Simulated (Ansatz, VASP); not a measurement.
## Two plane-wave programs on Si

The input INCAR:

```
SYSTEM = Si
PREC = Accurate
ENCUT = 520
EDIFF = 1E-6
ISMEAR = 0
SIGMA = 0.15
LREAL = .False.
LASPH = .True.
NELM = 100
ALGO = Normal
ISIF = 2
LWAVE = .False.
LCHARG = .False.
NBANDS = 11
```

Contents of KPOINTS:

```
regular mesh
0
Gamma
  26 26 26
  0 0 0
```

The input POSCAR:

```
Si
1.0
   -2.3824154513      2.3824154513      1.3052992358
    2.3824154513     -2.3824154513      1.3052992358
    2.3824154513      2.3824154513     -1.3052992358
Si
2
Direct
    0.2500000000      0.7500000000      0.5000000000
    0.5000000000      0.5000000000      0.0000000000
```

Input for Ansatz:

```yaml
crystal:
  lattice:
    - [-2.3824154563, 2.3824154563, 1.3052992317]
    - [2.3824154563, -2.3824154563, 1.3052992317]
    - [2.3824154563, 2.3824154563, -1.3052992317]
  atoms:
    - { symbol: Si, position: [0.25, 0.75, 0.5] }
    - { symbol: Si, position: [0.5, 0.5, 0.0] }
basis:
  ecutwfc: 420
kpoints:
  mp_grid: { grid: [26, 26, 26] }
hamiltonian:
  xc: lda
scf:
  occupations: { method: gaussian, width: 0.15 }
output:
  forces: true
  stress: true
  eigenvalues: true
  write_density: true
  write_potential: true
  elf: true
  volumetric_format: npy
```

Alike in both runs: task single point; functional LDA; k mesh 26 × 26 × 26; occupations gaussian, width 0.15 eV; no spin polarisation.

```csv
,VASP,Ansatz
version,VASP 6.6.1,Ansatz 0.2.0
potentials or method,"VASP PAW LDA potentials, release 64 (Si), cutoff 520 eV","scalar-relativistic, plane waves, PAW"
valence electrons in the cell,8,8
```

```csv
,VASP,Ansatz,Ansatz less VASP
gap on the k mesh at the Fermi level (eV),none,none,-
pressure (GPa),0.0,-0.1,-0.08
"traceless stress, the component that is largest in VASP (GPa)",0.36,0.36,-0.001
```

LDA's correlation is that of Perdew and Zunger in VASP and of Perdew and Wang (1992) in Ansatz. A gap of «none» marks a metal or a gap that the smearing closes.
